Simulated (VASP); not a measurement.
# CdTe (l) (F-43m) in VASP: a series of runs

The runs below take CdTe (l) through single point, with LDA.

Program: VASP 6.6.1. These are calculated values, not measurements. Logs are shortened: lines on timing, memory, paths and dates and some standing lists are left out, and cuts for length are marked.

**1. The cell of the first run**

Symmetry: F-43m, No. 216, cubic system. The conventional cell has a = 6.564 Å, b = 6.564 Å, c = 6.564 Å, α = 90.00°, β = 90.00°, γ = 90.00°. Within 3.7 Å of Cd (site symmetry -43m) lie 4 Te at 2.84 Å. Te (site symmetry -43m) has 4 Cd at 2.84 Å within 3.7 Å.

**2. Single point, LDA**

Contents of INCAR:

```
ALGO     = Normal         # electronic algorithm
EDIFF    = 1E-6           # SCF threshold, eV
ENCUT    = 500            # plane-wave cutoff, eV
GGA      = CA             # functional
GGA_COMPAT= False        
ISIF     = 2              # what is computed and relaxed
ISMEAR   = 0              # smearing method
LASPH    = True           # aspherical terms in the spheres
LCHARG   = True           # write CHGCAR
LELF     = True           # ELF
LREAL    = False          # projectors in reciprocal space
LVHAR    = True         
LWAVE    = False          # write WAVECAR
NBANDS   = 16             # bands
NELM     = 120            # most SCF steps
PREC     = Accurate       # precision mode
SIGMA    = 0.1            # smearing width, eV
```

Contents of KPOINTS:

```
k-points
0
Gamma
  6 6 6
```

Contents of POSCAR:

```
CdTe
1.0
    0.0000000000      3.2821135600      3.2821135600
    3.2821135600      0.0000000000      3.2821135600
    3.2821135600      3.2821135600      0.0000000000
Cd Te
1 1
Direct
    0.0000000000      0.0000000000      0.0000000000
    0.2500000000      0.2500000000      0.2500000000
```

Potentials or basis: VASP PAW LDA potentials, release 64 (Cd, Te).

On the command line:

```bash
> cat potpaw_LDA.64/Cd/POTCAR potpaw_LDA.64/Te/POTCAR > POTCAR
> mpirun -np 1 vasp_std > vasp.out
```

OUTCAR:

```text
EDIFF = 1E-6
   ENCUT = 500
   GGA = CA
   ISIF = 2
   ISMEAR = 0
   LASPH = True
   LREAL = False
   NELM = 120
   PREC = Accurate

 ion  position               nearest neighbor table
   1  0.000  0.000  0.000-   2 2.84   2 2.84   2 2.84   2 2.84
   2  0.250  0.250  0.250-   1 2.84   1 2.84   1 2.84   1 2.84

  LATTYP: Found a face centered cubic cell.
 ALAT       =     6.5642271200

  Lattice vectors:

 A1 = (   0.0000000000,   3.2821135600,   3.2821135600)
 A2 = (   3.2821135600,   0.0000000000,   3.2821135600)
 A3 = (   3.2821135600,   3.2821135600,   0.0000000000)

Analysis of symmetry for initial positions (statically):
=====================================================================
 Subroutine PRICEL returns:
 Original cell was already a primitive cell.

 Routine SETGRP: Setting up the symmetry group for a
 face centered cubic supercell.

 Subroutine GETGRP returns: Found 24 space group operations
 (whereof 24 operations were pure point group operations)
 out of a pool of 48 trial point group operations.

The static configuration has the point symmetry T_d .

Analysis of symmetry for dynamics (positions and initial velocities):
=====================================================================
 Subroutine PRICEL returns:
 Original cell was already a primitive cell.

 Routine SETGRP: Setting up the symmetry group for a
 face centered cubic supercell.

 Subroutine GETGRP returns: Found 24 space group operations
 (whereof 24 operations were pure point group operations)
 out of a pool of 48 trial point group operations.

The dynamic configuration has the point symmetry T_d .

 Subroutine INISYM returns: Found 24 space group operations
 (whereof 24 operations are pure point group operations),
 and found     1 'primitive' translations

----------------------------------------------------------------------------------------

                                     Primitive cell

  volume of cell :      70.7116

  direct lattice vectors                    reciprocal lattice vectors
     0.000000000  3.282113560  3.282113560    -0.152340859  0.152340859  0.152340859
     3.282113560  0.000000000  3.282113560     0.152340859 -0.152340859  0.152340859
     3.282113560  3.282113560  0.000000000     0.152340859  0.152340859 -0.152340859

  length of vectors
     4.641609510  4.641609510  4.641609510     0.263862108  0.263862108  0.263862108

  position of ions in fractional coordinates (direct lattice)
     0.000000000  0.000000000  0.000000000
     0.250000000  0.250000000  0.250000000

  ion indices of the primitive-cell ions
   primitive index   ion index
                 1           1
                 2           2

----------------------------------------------------------------------------------------

 KPOINTS: k-points

Automatic generation of k-mesh.
 Grid dimensions read from file:
 generate k-points for:    6    6    6

 Generating k-lattice:

  Cartesian coordinates                     Fractional coordinates (reciprocal lattice)
    -0.025390143  0.025390143  0.025390143     0.166666667  0.000000000  0.000000000
     0.025390143 -0.025390143  0.025390143     0.000000000  0.166666667  0.000000000
     0.025390143  0.025390143 -0.025390143     0.000000000  0.000000000  0.166666667

  Length of vectors
     0.043977018  0.043977018  0.043977018

  Shift w.r.t. Gamma in fractional coordinates (k-lattice)
     0.000000000  0.000000000  0.000000000

 Subroutine IBZKPT returns following result:
 ===========================================

 Found     16 irreducible k-points:

 Following reciprocal coordinates:
            Coordinates               Weight
  0.000000  0.000000  0.000000      1.000000
  0.166667  0.000000  0.000000      8.000000
  0.333333  0.000000  0.000000      8.000000
  0.500000  0.000000  0.000000      4.000000
  0.166667  0.166667  0.000000      6.000000
  0.333333  0.166667  0.000000     24.000000
[... 8 lines left out ...]
 -0.333333  0.333333  0.166667     24.000000
 -0.333333  0.500000  0.166667     12.000000
   k-points           NKPTS =     16   k-points in BZ     NKDIM =     16   number of bands    NBANDS=     16
   number of dos      NEDOS =    301   number of ions     NIONS =      2
   total plane-waves  NPLWV =  46656
   dimension x,y,z NGX =    36 NGY =   36 NGZ =   36
   dimension x,y,z NGXF=    72 NGYF=   72 NGZF=   72
   ions per type =               1   1
   NGX,Y,Z   is equivalent  to a cutoff of  12.89, 12.89, 12.89 a.u.
   NGXF,Y,Z  is equivalent  to a cutoff of  25.79, 25.79, 25.79 a.u.
 SYSTEM =  unknown system
   PREC   = accura    normal or accurate (medium, high low for compatibility)
   ISTART =      0    job   : 0-new  1-cont  2-samecut
   ICHARG =      2    charge: 1-file 2-atom 10-const
   ISPIN  =      1    spin polarized calculation?
   LNONCOLLINEAR =      F non collinear calculations
   LSORBIT =      F    spin-orbit coupling
   LASPH  =      T    aspherical Exc in radial PAW
   ENCUT  =  500.0 eV  36.75 Ry    6.06 a.u.   8.46  8.46  8.46*2*pi/ulx,y,z
   NELM   =    120;   NELMIN=  2; NELMDL= -5     # of ELM steps
   EDIFF  = 0.1E-05   stopping-criterion for ELM
   LREAL  =      F    real-space projection
   EDIFFG = 0.1E-04   stopping-criterion for IOM
   NSW    =      0    number of steps for IOM
   IBRION =     -1    ionic relax: 0-MD 1-quasi-New 2-CG
   NFREE  =      0    steps in history (QN), initial steepest desc. (CG)
   ISIF   =      2    stress and relaxation
   ISYM   =      2    0-nonsym 1-usesym 2-fastsym
   POTIM  = 0.5000    time-step for ionic-motion
   TEBEG  =    0.0;   TEEND  =   0.0 temperature during run
   PSTRESS=    0.0 pullay stress
   NELECT =      18.0000    total number of electrons
   NUPDOWN=      -1.0000    fix difference up-down
   EMIN   =  10.00;   EMAX   =-10.00  energy-range for DOS
   EFERMI =   0.00;   METHOD = LEGACY
   ISMEAR =     0;   SIGMA  =   0.10  broadening in eV -4-tet -1-fermi 0-gaus
   EFERMI_NEDOS =   21; number of points for ismear=-14 and -15
   IALGO  =     38    algorithm
   IMIX   =      4    mixing-type and parameters
     AMIX     =   0.40;   BMIX     =  1.00
     AMIX_MAG =   1.60;   BMIX_MAG =  1.00
  volume/ion in A,a.u.               =      35.36       238.59
  Fermi-wavevector in a.u.,A,eV,Ry     =   1.037533  1.960654 14.646338  1.076475
  Thomas-Fermi vector in A             =   2.171976
   LORBIT       =      0    0 simple, 1 ext, 2 COOP (PROOUT), +10 PAW based schemes
   GGA     = CA    functional components
   LHFCALC =     F    Hartree Fock is set to
   AEXX    =    0.0000 exact exchange contribution
   IVDW    =     0    specifies the selected vdW correction
   LEPSILON=     F    determine dielectric tensor
   LRPA    =     F    only Hartree local field effects (RPA)
 non-spin polarized calculation
 Gauss-broadening in eV      SIGMA  =   0.10
  energy-cutoff  :      500.00
  volume of cell :       70.71
 maximum number of plane-waves:      1820
 NGX is ok and might be reduce to    36
   NGX = 17   NGY = 17   NGZ = 17

 number of electron      18.0000006 magnetization

 Free energy of the ion-electron system (eV)
  ---------------------------------------------------
  ext. energy  EPLUGINS =         0.00000000
  ---------------------------------------------------
  free energy    TOTEN  =        -6.00607614 eV

  energy without entropy =       -6.00606821  energy(sigma->0) =       -6.00607217

 E-fermi :   2.0422     XC(G=0):  -8.7835

 val. band max:        1.8132702154   @ k =   0.0000   0.0000   0.0000
 cond. band min:       2.2479498673   @ k =   0.0000   0.0000   0.0000
 fundamental gap:      0.4346796519
 Fermi energy:         2.0421984761

 k-point     1 :       0.0000    0.0000    0.0000
  band No.  band energies     occupation
      1      -9.2157      2.00000
      2      -6.3534      2.00000
      3      -6.3534      2.00000
      4      -6.3534      2.00000
      5      -6.1171      2.00000
      6      -6.1171      2.00000
[... 8 lines left out ...]
     15      11.0791      0.00000
     16      11.0791      0.00000

 k-point     2 :       0.1667    0.0000    0.0000
  band No.  band energies     occupation
      1      -9.1230      2.00000
      2      -6.3366      2.00000
      3      -6.3366      2.00000
      4      -6.2756      2.00000
      5      -6.1181      2.00000
      6      -6.1181      2.00000
[... 8 lines left out ...]
     15      10.1930      0.00000
     16      10.1930      0.00000

 k-point     3 :       0.3333    0.0000    0.0000
  band No.  band energies     occupation
      1      -8.9375      2.00000
      2      -6.3075      2.00000
      3      -6.3075      2.00000
      4      -6.1146      2.00000
      5      -6.1146      2.00000
      6      -6.0212      2.00000
[... 8 lines left out ...]
     15      10.5672      0.00000
     16      10.5672      0.00000

 k-point     4 :       0.5000    0.0000    0.0000
  band No.  band energies     occupation
      1      -8.8463      2.00000
      2      -6.2962      2.00000
      3      -6.2962      2.00000
      4      -6.1092      2.00000
      5      -6.1092      2.00000
      6      -5.8021      2.00000
[... 8 lines left out ...]
     15      11.9307      0.00000
     16      11.9307      0.00000
[... 172 lines left out ...]
 k-point    14 :       0.5000    0.3333    0.1667
  band No.  band energies     occupation
      1      -8.8199      2.00000
      2      -6.2675      2.00000
      3      -6.2599      2.00000
      4      -6.1537      2.00000
      5      -6.1057      2.00000
      6      -5.8294      2.00000
[... 8 lines left out ...]
     15      11.8288      0.00000
     16      12.9485      0.00000

 k-point    15 :      -0.3333    0.3333    0.1667
  band No.  band energies     occupation
      1      -8.7625      2.00000
      2      -6.2606      2.00000
      3      -6.2468      2.00000
      4      -6.1393      2.00000
      5      -6.1141      2.00000
      6      -5.6653      2.00000
[... 8 lines left out ...]
     15      12.0370      0.00000
     16      12.7644      0.00000

 k-point    16 :      -0.3333    0.5000    0.1667
  band No.  band energies     occupation
      1      -8.7344      2.00000
      2      -6.2352      2.00000
      3      -6.2334      2.00000
      4      -6.1602      2.00000
      5      -6.1053      2.00000
      6      -5.6236      2.00000
[... 8 lines left out ...]
     15      12.6266      0.00000
     16      12.8924      0.00000

------------------------ aborting loop because EDIFF is reached ----------------------------------------

  FORCE on cell =-STRESS in cart. coord.  units (eV):
  Direction    XX          YY          ZZ          XY          YZ          ZX
  --------------------------------------------------------------------------------------
  -------------------------------------------------------------------------------------
  Total       -1.1413720     -1.1413720     -1.1413720      0.0000000      0.0000000      0.0000000
  in kB      -25.8611004    -25.8611004    -25.8611004      0.0000000      0.0000000      0.0000000
  external PRESSURE =     -25.8611004 kB  Pullay stress =       0.0000000 kB

 VOLUME and BASIS-vectors are now :
 -----------------------------------------------------------------------------
  energy-cutoff  :      500.00
  volume of cell :       70.71
      direct lattice vectors                 reciprocal lattice vectors
     0.000000000  3.282113560  3.282113560    -0.152340859  0.152340859  0.152340859
     3.282113560  0.000000000  3.282113560     0.152340859 -0.152340859  0.152340859
     3.282113560  3.282113560  0.000000000     0.152340859  0.152340859 -0.152340859

 POSITION                                       TOTAL-FORCE (eV/Angst)
 -----------------------------------------------------------------------------------
      0.00000      0.00000      0.00000        -0.000000     -0.000000     -0.000000
      1.64106      1.64106      1.64106         0.000000      0.000000      0.000000
 -----------------------------------------------------------------------------------
    total drift:                                0.000000      0.000000      0.000000

  FREE ENERGIE OF THE ION-ELECTRON SYSTEM (eV)
  ---------------------------------------------------
  free  energy   TOTEN  =        -6.0060761435 eV

  energy  without entropy=       -6.0060682054  energy(sigma->0) =       -6.00607217
```

Run time: 27 s. Hardware: 1 thread of Intel Xeon 8259CL, shared host; peak memory 0.18 GiB.

What came out:

- Free energy: -6.0061 eV
- Pressure: -2.6 GPa
- Band gap on the k mesh: 0.43 eV, direct

Caveat: spin-orbit coupling is left out, which moves the levels of the heavy elements.

**3. Single point, LDA**

This run uses another cell than the first one, of 32.91 Å³/atom, 0.931 times its volume.

Contents of INCAR:

```
SYSTEM = CdTe
PREC = Accurate ; ENCUT = 500
EDIFF = 1E-6 ; ISMEAR = 0
SIGMA = 0.02 ; LREAL = .False.
LASPH = .True. ; NELM = 120
ALGO = Normal ; ISIF = 2
LWAVE = .False. ; LCHARG = .False.
GGA = CA ; NBANDS = 16
GGA_COMPAT = .False.
```

Contents of KPOINTS:

```
Automatic mesh
0
Gamma
  8 8 8
  0 0 0
```

Contents of POSCAR:

```
CdTe
1.0
    0.0000000000      3.2045940487      3.2045940487
    3.2045940487      0.0000000000      3.2045940487
    3.2045940487      3.2045940487      0.0000000000
Cd Te
1 1
Direct
    0.0000000000      0.0000000000      0.0000000000
    0.2500000000      0.2500000000      0.2500000000
```

Potentials or basis: VASP PAW LDA potentials, release 64 (Cd, Te).

On the command line:

```bash
> cat potpaw_LDA.64/Cd/POTCAR potpaw_LDA.64/Te/POTCAR > POTCAR
> mpirun -np 1 vasp_std > vasp.out
```

Wall time 40 s (1 thread of Intel Xeon 8259CL, shared host); peak memory 0.18 GiB.

Results (log left out):

```yaml
Free_energy: -6.0509 eV
Pressure: 0.3 GPa
Band_gap_on_the_k_mesh: 0.65 eV, direct
```

Levels at points of the mesh, in eV from the valence-band top:
```tsv
k point	band 5	band 6	band 7	band 8	band 9	band 10	band 11	band 12	band 13	band 14
(0.00, 0.00, 0.00)	-8.12	-8.12	0.00	0.00	0.00	0.65	4.48	4.48	4.48	7.26
(0.50, 0.00, 0.00)	-8.11	-7.75	-4.69	-0.84	-0.84	1.69	5.08	5.08	6.88	8.58
(0.50, 0.50, 0.00)	-8.09	-7.60	-4.54	-2.01	-2.01	2.37	2.54	8.82	9.15	9.15
```

Caveat: spin-orbit coupling is left out, which moves the levels of the heavy elements. As with any semilocal functional, this LDA gap is likely too small.
